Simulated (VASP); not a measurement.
**Li2ZnGeSe4: single point with PBE**

Li2ZnGeSe4:

```xyz
8
Lattice="-2.7579 2.7579 5.8548 2.7579 -2.7579 5.8548 2.7579 2.7579 -5.8548" Properties=species:S:1:pos:R:3 pbc="T T T"
Li    0.0000    2.7579    2.9274
Li    2.7579    0.0000    2.9274
Zn    0.0000    0.0000    0.0000
Ge    0.0000    0.0000    5.8548
Se    1.3342    1.3342    7.2660
Se    1.3342   -1.3342    4.4436
Se   -1.3342    1.3342    4.4436
Se    1.4237    1.4237    1.4112
```

```json
{
  "Program": "VASP 6.6.1",
  "Task": "single point",
  "Functional": "PBE",
  "Potentials or basis": "VASP PAW PBE potentials, release 64 (Li_sv, Zn, Ge_d, Se)",
  "Cutoff": "520 eV",
  "k mesh": "6 × 6 × 6",
  "Occupations": "gaussian, width 0.01 eV",
  "Spin": "no spin polarisation",
  "Dipole correction": "no",
  "Further INCAR settings": "ALGO = Normal; EDIFF = 1e-06; NBANDS = 38"
}
```

```json
{
 "Largest force": "0.360 eV/Å",
 "Band gap on the k mesh": "1.39 eV"
}
```

Forces on the atoms (eV/Å):
```
Li   0.000  0.000  0.000
Li   0.000  0.000  0.000
Zn   0.000  0.000  0.000
Ge   0.000  0.000  0.000
Se   0.100  0.100  0.331
Se   0.100 -0.100 -0.331
Se  -0.100  0.100 -0.331
Se  -0.100 -0.100  0.331
```

Levels at points of the mesh, in eV from the valence-band top:
```tsv
k point	band 25	band 26	band 27	band 28	band 29	band 30	band 31	band 32
(0.00, 0.00, 0.00)	-1.61	-0.31	0.00	0.00	1.39	2.66	4.38	4.71
(0.50, 0.00, 0.00)	-1.19	-1.15	-0.78	-0.70	2.81	4.04	4.42	4.92
(0.50, 0.50, 0.00)	-1.02	-0.58	-0.28	-0.05	1.43	3.12	4.74	5.03
(0.50, 0.50, 0.50)	-1.30	-1.30	-0.53	-0.53	2.00	3.01	3.01	3.15
```

Wall time 3.1 min on 1 thread of AMD EPYC 9R45 96-Core Processor (Zen 5), with other jobs on the host, peak memory 0.5 GiB.

 A k mesh can miss the band edges.
